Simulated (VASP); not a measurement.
# HfRu3 in VASP: a series of runs, part 2 of 2

VASP 6.6.1. Earlier steps stand in the parts before.

### 5 Single point, PBE

This run uses another cell than the first one, of 15.17 Å³/atom.

INCAR

```
SYSTEM = HfRu3
PREC = Accurate
ENCUT = 520
EDIFF = 1E-6
ISMEAR = -1
SIGMA = 0.05
LREAL = .FALSE.
LASPH = .TRUE.
NELM = 60
ALGO = Normal
ISIF = 2
LWAVE = .FALSE.
LCHARG = .FALSE.
GGA = PE
NBANDS = 34
```

KPOINTS

```
regular mesh
0
G
  6 6 6
  0 0 0
```

POSCAR

```
HfRu3
1.0
    3.9162152700      0.0000000000      0.0000000000
    0.0000000000      3.9162152700      0.0000000000
    0.0000000000      0.0000000000      3.9557730000
Hf Ru
1 3
Direct
    0.0000000000      0.0000000000      0.0000000000
    0.0000000000      0.5000000000      0.5000000000
    0.5000000000      0.0000000000      0.5000000000
    0.5000000000      0.5000000000      0.0000000000
```

Potentials or basis: VASP PAW PBE potentials, release 64 (Hf_pv, Ru_pv).

Launch:

```sh
> cat potpaw_PBE.64/Hf_pv/POTCAR potpaw_PBE.64/Ru_pv/POTCAR > POTCAR
> mpirun -np 1 vasp_std > vasp.out
```

OUTCAR:

```text
SYSTEM = HfRu3
   PREC = Accurate
   ENCUT = 520
   EDIFF = 1E-6
   ISMEAR = -1
   LREAL = .FALSE.
   LASPH = .TRUE.
   NELM = 60
   ISIF = 2
   GGA = PE

 ion  position               nearest neighbor table
   1  0.000  0.000  0.000-   4 2.77   4 2.77   4 2.77   4 2.77   3 2.78   2 2.78   3 2.78   2 2.78
                             3 2.78   2 2.78   3 2.78   2 2.78
   2  0.000  0.500  0.500-   3 2.77   3 2.77   3 2.77   3 2.77   4 2.78   1 2.78   1 2.78   1 2.78
                             4 2.78   4 2.78   4 2.78   1 2.78
   3  0.500  0.000  0.500-   2 2.77   2 2.77   2 2.77   2 2.77   4 2.78   1 2.78   4 2.78   4 2.78
                             1 2.78   4 2.78   1 2.78   1 2.78
   4  0.500  0.500  0.000-   1 2.77   1 2.77   1 2.77   1 2.77   3 2.78   2 2.78   3 2.78   3 2.78
                             3 2.78   2 2.78   2 2.78   2 2.78

  LATTYP: Found a simple tetragonal cell.
 ALAT       =     3.9162152700
 C/A-ratio  =     1.0101010101

  Lattice vectors:

 A1 = (   3.9162152700,   0.0000000000,   0.0000000000)
 A2 = (   0.0000000000,   3.9162152700,   0.0000000000)
 A3 = (   0.0000000000,   0.0000000000,   3.9557730000)

Analysis of symmetry for initial positions (statically):
=====================================================================
 Subroutine PRICEL returns:
 Original cell was already a primitive cell.

 Routine SETGRP: Setting up the symmetry group for a
 simple tetragonal supercell.

 Subroutine GETGRP returns: Found 16 space group operations
 (whereof 16 operations were pure point group operations)
 out of a pool of 16 trial point group operations.

The static configuration has the point symmetry D_4h.

Analysis of symmetry for dynamics (positions and initial velocities):
=====================================================================
 Subroutine PRICEL returns:
 Original cell was already a primitive cell.

 Routine SETGRP: Setting up the symmetry group for a
 simple tetragonal supercell.

 Subroutine GETGRP returns: Found 16 space group operations
 (whereof 16 operations were pure point group operations)
 out of a pool of 16 trial point group operations.

The dynamic configuration has the point symmetry D_4h.

 Subroutine INISYM returns: Found 16 space group operations
 (whereof 16 operations are pure point group operations),
 and found     1 'primitive' translations

----------------------------------------------------------------------------------------

                                     Primitive cell

  volume of cell :      60.6687

  direct lattice vectors                    reciprocal lattice vectors
     3.916215270  0.000000000  0.000000000     0.255348578  0.000000000  0.000000000
     0.000000000  3.916215270  0.000000000     0.000000000  0.255348578  0.000000000
     0.000000000  0.000000000  3.955773000     0.000000000  0.000000000  0.252795092

  length of vectors
     3.916215270  3.916215270  3.955773000     0.255348578  0.255348578  0.252795092

  position of ions in fractional coordinates (direct lattice)
     0.000000000  0.000000000  0.000000000
     0.000000000  0.500000000  0.500000000
     0.500000000  0.000000000  0.500000000
     0.500000000  0.500000000  0.000000000

[... 29 lines left out ...]
 ===========================================

 Found     40 irreducible k-points:

 Following reciprocal coordinates:
            Coordinates               Weight
  0.000000  0.000000  0.000000      1.000000
  0.166667  0.000000  0.000000      4.000000
  0.333333  0.000000  0.000000      4.000000
  0.500000  0.000000  0.000000      2.000000
  0.166667  0.166667  0.000000      4.000000
  0.333333  0.166667  0.000000      8.000000
[... 16 lines left out ...]
  0.333333  0.000000  0.333333      8.000000
  0.500000  0.000000  0.333333      4.000000
 [... further k-points ...]
   k-points           NKPTS =     40   k-points in BZ     NKDIM =     40   number of bands    NBANDS=     34
   number of dos      NEDOS =    301   number of ions     NIONS =      4
   total plane-waves  NPLWV =  27000
   dimension x,y,z NGX =    30 NGY =   30 NGZ =   30
   dimension x,y,z NGXF=    60 NGYF=   60 NGZF=   60
   ions per type =               1   3
   NGX,Y,Z   is equivalent  to a cutoff of  12.74, 12.74, 12.61 a.u.
   NGXF,Y,Z  is equivalent  to a cutoff of  25.47, 25.47, 25.22 a.u.
 SYSTEM =  HfRu3
   PREC   = accura    normal or accurate (medium, high low for compatibility)
   ISTART =      0    job   : 0-new  1-cont  2-samecut
   ICHARG =      2    charge: 1-file 2-atom 10-const
   ISPIN  =      1    spin polarized calculation?
   LNONCOLLINEAR =      F non collinear calculations
   LSORBIT =      F    spin-orbit coupling
   LASPH  =      T    aspherical Exc in radial PAW
   ENCUT  =  520.0 eV  38.22 Ry    6.18 a.u.   7.28  7.28  7.36*2*pi/ulx,y,z
   NELM   =     60;   NELMIN=  2; NELMDL= -5     # of ELM steps
   EDIFF  = 0.1E-05   stopping-criterion for ELM
   LREAL  =      F    real-space projection
   EDIFFG = 0.1E-04   stopping-criterion for IOM
   NSW    =      0    number of steps for IOM
   IBRION =     -1    ionic relax: 0-MD 1-quasi-New 2-CG
   NFREE  =      0    steps in history (QN), initial steepest desc. (CG)
   ISIF   =      2    stress and relaxation
   ISYM   =      2    0-nonsym 1-usesym 2-fastsym
   POTIM  = 0.5000    time-step for ionic-motion
   TEBEG  =    0.0;   TEEND  =   0.0 temperature during run
   PSTRESS=    0.0 pullay stress
   NELECT =      52.0000    total number of electrons
   NUPDOWN=      -1.0000    fix difference up-down
   EMIN   =  10.00;   EMAX   =-10.00  energy-range for DOS
   EFERMI =   0.00;   METHOD = LEGACY
   ISMEAR =    -1;   SIGMA  =   0.05  broadening in eV -4-tet -1-fermi 0-gaus
   EFERMI_NEDOS =   21; number of points for ismear=-14 and -15
   IALGO  =     38    algorithm
   IMIX   =      4    mixing-type and parameters
     AMIX     =   0.40;   BMIX     =  1.00
     AMIX_MAG =   1.60;   BMIX_MAG =  1.00
  volume/ion in A,a.u.               =      15.17       102.35
  Fermi-wavevector in a.u.,A,eV,Ry     =   1.555086  2.938687 32.902873  2.418293
  Thomas-Fermi vector in A             =   2.659078
   LORBIT       =      0    0 simple, 1 ext, 2 COOP (PROOUT), +10 PAW based schemes
   GGA     = PE    functional components
   LHFCALC =     F    Hartree Fock is set to
   AEXX    =    0.0000 exact exchange contribution
   IVDW    =     0    specifies the selected vdW correction
   LEPSILON=     F    determine dielectric tensor
   LRPA    =     F    only Hartree local field effects (RPA)
 non-spin polarized calculation
  energy-cutoff  :      520.00
  volume of cell :       60.67
 maximum number of plane-waves:      1651
 NGX is ok and might be reduce to    30
   NGX = 15   NGY = 15   NGZ = 15

 number of electron      51.9999970 magnetization

 Free energy of the ion-electron system (eV)
  ---------------------------------------------------
  ext. energy  EPLUGINS =         0.00000000
  ---------------------------------------------------
  free energy    TOTEN  =       -38.41632497 eV

  energy without entropy =      -38.37456054  energy(sigma->0) =      -38.39544275

 E-fermi :   9.9871     XC(G=0): -13.3595

 val. band max:        9.9863100291   @ k =   0.3333   0.1667   0.1667
 cond. band min:       9.9880417765   @ k =   0.1667   0.1667   0.3333
 fundamental gap:      0.0017317474
 Fermi energy:         9.9870736241

 k-point     1 :       0.0000    0.0000    0.0000
  band No.  band energies     occupation
      1     -32.5916      2.00000
      2     -32.5916      2.00000
      3     -32.5859      2.00000
      4     -32.2179      2.00000
      5     -32.2179      2.00000
      6     -32.2152      2.00000
[... 877 lines left out ...]
     33      13.8073      0.00000
     34      14.1644      0.00000

 [... further k-points ...]

------------------------ aborting loop because EDIFF is reached ----------------------------------------

  FORCE on cell =-STRESS in cart. coord.  units (eV):
  Direction    XX          YY          ZZ          XY          YZ          ZX
  --------------------------------------------------------------------------------------
  -------------------------------------------------------------------------------------
  Total        1.2966965      1.2966965      0.7137658      0.0000000     -0.0000000      0.0000000
  in kB       34.2439980     34.2439980     18.8495878      0.0000000     -0.0000000      0.0000000
  external PRESSURE =      29.1125279 kB  Pullay stress =       0.0000000 kB

 VOLUME and BASIS-vectors are now :
 -----------------------------------------------------------------------------
  energy-cutoff  :      520.00
  volume of cell :       60.67
      direct lattice vectors                 reciprocal lattice vectors
     3.916215270  0.000000000  0.000000000     0.255348578  0.000000000  0.000000000
     0.000000000  3.916215270  0.000000000     0.000000000  0.255348578  0.000000000
     0.000000000  0.000000000  3.955773000     0.000000000  0.000000000  0.252795092

 POSITION                                       TOTAL-FORCE (eV/Angst)
 -----------------------------------------------------------------------------------
      0.00000      0.00000      0.00000         0.000000      0.000000      0.000000
      0.00000      1.95811      1.97789         0.000000      0.000000      0.000000
      1.95811      0.00000      1.97789         0.000000      0.000000      0.000000
      1.95811      1.95811      0.00000         0.000000      0.000000      0.000000
 -----------------------------------------------------------------------------------
    total drift:                                0.000000      0.000000     -0.000000

  FREE ENERGIE OF THE ION-ELECTRON SYSTEM (eV)
  ---------------------------------------------------
  free  energy   TOTEN  =       -38.4163249714 eV

  energy  without entropy=      -38.3745605353  energy(sigma->0) =      -38.39544275
```

stdout:

```text
POSCAR found type information on POSCAR HfRu
 POSCAR found :  2 types and       4 ions
 scaLAPACK will be used
 LDA part: xc-table for (Slater+PW92), standard interpolation
 POSCAR, INCAR and KPOINTS ok, starting setup
 FFT: planning ... GRIDC
 FFT: planning ... GRID_SOFT
 FFT: planning ... GRID
 WAVECAR not read
 entering main loop
```

It took 48 s on 1 thread of Intel Xeon Platinum 8488C (Sapphire Rapids), shared host; peak memory 0.2 GiB.

What came out:

| Quantity | Value |
| --- | --- |
| Free energy | -38.4163 eV |
| Pressure | 2.9 GPa |
| Band gap on the k mesh | zero (bands 26 and 27 overlap by 3.02 eV) |

Levels at points of the mesh, in eV from the Fermi level:
| k point | band 25 | band 26 | band 27 | band 28 | band 29 | band 30 |
| --- | --- | --- | --- | --- | --- | --- |
| (0.00, 0.00, 0.00) | 1.72 | 2.17 | 2.17 | 2.24 | 3.77 | 3.98 |
| (0.50, 0.00, 0.00) | -0.36 | -0.34 | -0.27 | 0.83 | 2.17 | 2.32 |
| (0.50, 0.50, 0.00) | -0.87 | -0.84 | -0.84 | -0.01 | 0.06 | 3.14 |
| (0.00, 0.00, 0.50) | -0.31 | -0.31 | -0.29 | 0.88 | 2.25 | 2.40 |
| (0.50, 0.00, 0.50) | -0.89 | -0.86 | -0.86 | -0.06 | 0.02 | 3.10 |
| (0.50, 0.50, 0.50) | 0.94 | 1.61 | 1.63 | 1.63 | 1.73 | 1.77 |

Caveat: spin-orbit coupling is left out, which moves the levels of the heavy elements.

### 6 Single point, PBE

This run uses another cell than the first one, of 15.79 Å³/atom.

INCAR

```
SYSTEM = HfRu3
PREC     = Accurate       ! precision mode
ENCUT    = 520            ! plane-wave cutoff, eV
EDIFF    = 1E-6           ! SCF threshold, eV
ISMEAR   = -1             ! smearing method
SIGMA    = 0.05           ! smearing width, eV
LREAL    = .FALSE.        ! projectors in reciprocal space
LASPH    = .TRUE.         ! aspherical terms in the spheres
NELM     = 100            ! most SCF steps
ALGO     = Normal         ! electronic algorithm
ISIF     = 2              ! what is computed and relaxed
LWAVE    = .FALSE.        ! write WAVECAR
LCHARG   = .TRUE.         ! write CHGCAR
GGA      = PE             ! functional
LELF     = .TRUE.         ! ELF
LVHAR    = .TRUE.       
NBANDS   = 34             ! bands
```

KPOINTS

```
Automatic mesh
0
G
  6 6 6
  0 0 0
```

POSCAR, as its differences from that of step 5:

```diff
@@ -2,4 +2,4 @@
 1.0
-    3.9162152700      0.0000000000      0.0000000000
-    0.0000000000      3.9162152700      0.0000000000
+    3.9953307300      0.0000000000      0.0000000000
+    0.0000000000      3.9953307300      0.0000000000
     0.0000000000      0.0000000000      3.9557730000
```

Potentials or basis: VASP PAW PBE potentials, release 64 (Hf_pv, Ru_pv).

Launch:

```sh
> cat potpaw_PBE.64/Hf_pv/POTCAR potpaw_PBE.64/Ru_pv/POTCAR > POTCAR
> mpirun -np 1 vasp_std > vasp.out
```

Wall time 47 s (1 thread of Intel Xeon Platinum 8488C (Sapphire Rapids), shared host); peak memory 0.21 GiB.

Results (log left out):

- Free energy: -38.3904 eV
- Pressure: -6.1 GPa
- Band gap on the k mesh: zero (bands 26 and 27 overlap by 2.82 eV)

Stress tensor (GPa, compression positive):
```
-6.57  0.00  0.00
 0.00 -6.57  0.00
 0.00  0.00 -5.25
```

Levels at points of the mesh, in eV from the Fermi level:
```csv
k point,band 25,band 26,band 27,band 28,band 29,band 30
"(0.00, 0.00, 0.00)",1.61,2.01,2.08,2.08,3.66,3.66
"(0.50, 0.00, 0.00)",-0.32,-0.30,-0.26,0.81,2.08,2.30
"(0.50, 0.50, 0.00)",-0.84,-0.81,-0.81,-0.06,0.01,3.00
"(0.00, 0.00, 0.50)",-0.35,-0.35,-0.24,0.76,2.01,2.23
"(0.50, 0.00, 0.50)",-0.82,-0.79,-0.79,-0.02,0.05,3.01
"(0.50, 0.50, 0.50)",0.93,1.49,1.49,1.51,1.63,1.63
```

Caveat: the cell stands under tension; spin-orbit coupling is left out, which moves the levels of the heavy elements.

### 7 Overview

```csv
cell,gap on the mesh (eV),pressure (GPa)
"a = 3.956 Å, 4 atoms",none,-1.7
"a = 3.798, b = 3.798, c = 3.956 Å, 4 atoms",none,20.6
"a = 3.877, b = 3.877, c = 3.956 Å, 4 atoms",none,8.2
"a = 3.916, b = 3.916, c = 3.956 Å, 4 atoms",none,2.9
"a = 3.995, b = 3.995, c = 3.956 Å, 4 atoms",none,-6.1
```

Alike in all rows: task single point; level PBE; potentials or basis VASP PAW PBE potentials, release 64 (Hf_pv, Ru_pv); no spin polarisation; k mesh 6 × 6 × 6; cutoff (eV) 520; smearing fermi-dirac 0.05 eV.

Caveats: spin-orbit coupling is left out, which moves the levels of the heavy elements; the cell stands under pressure (at least some runs); the cell stands under tension (at least some runs).

Total energies depend on the potentials used, so only differences within one code and one set of settings carry meaning.
